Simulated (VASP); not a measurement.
Set up this calculation in VASP 6.6.1, as the native input.

| Property | Result |
| --- | --- |
| Task | single point |
| Functional | LDA |
| Potentials or basis | VASP PAW LDA potentials, release 64 (Rh_pv) |
| Cutoff | 520 eV |
| k mesh | 14 × 9 × 5 |
| Occupations | fermi-dirac, width 0.05 eV |
| Spin | no spin polarisation |
| Dipole correction | no |
| Further INCAR settings | ALGO = Normal; EDIFF = 1e-06; NBANDS = 54 |

The structure of Rh lies in POSCAR:

```
Rh
1.0
   -1.5032019684      1.5032019684      1.5032019684
    0.0000000000     -3.0064039367      3.0064039367
    6.0128078734      3.0064039367      3.0064039367
Rh
6
Direct
    0.0000000000      0.0000000000      0.0000000000
    0.6666666670      0.5000000000      0.1666666670
    0.3333333330      0.0000000000      0.3333333330
    0.0000000000      0.5000000000      0.5000000000
    0.6666666670      0.0000000000      0.6666666670
    0.3333333330      0.5000000000      0.8333333330
```

This isn't the form of Rh at room conditions, which is fcc.

The input as run:

INCAR

```
SYSTEM = Rh
ALGO = Normal
EDIFF = 1E-6
ENCUT = 520
ISIF = 2
ISMEAR = -1
LASPH = .TRUE.
LCHARG = .TRUE.
LELF = .TRUE.
LREAL = .FALSE.
LVHAR = .TRUE.
LWAVE = .FALSE.
NBANDS = 54
NELM = 60
PREC = Accurate
SIGMA = 0.05
```

KPOINTS

```
k-points
0
G
  14 9 5
  0 0 0
```

Potentials or basis: VASP PAW LDA potentials, release 64 (Rh_pv).

Command:

```console
$ cat potpaw_LDA.64/Rh_pv/POTCAR > POTCAR
$ mpirun -np 1 vasp_std > vasp.out
```

It gave:

```yaml
Pressure: 0.9 GPa
Band_gap_on_the_k_mesh: zero (bands 45 and 46 overlap by 1.76 eV)
```

Wall time 5.5 min on 1 thread of Oxide Virtual Turin-like Processor, with other jobs on the host, peak memory 0.51 GiB.
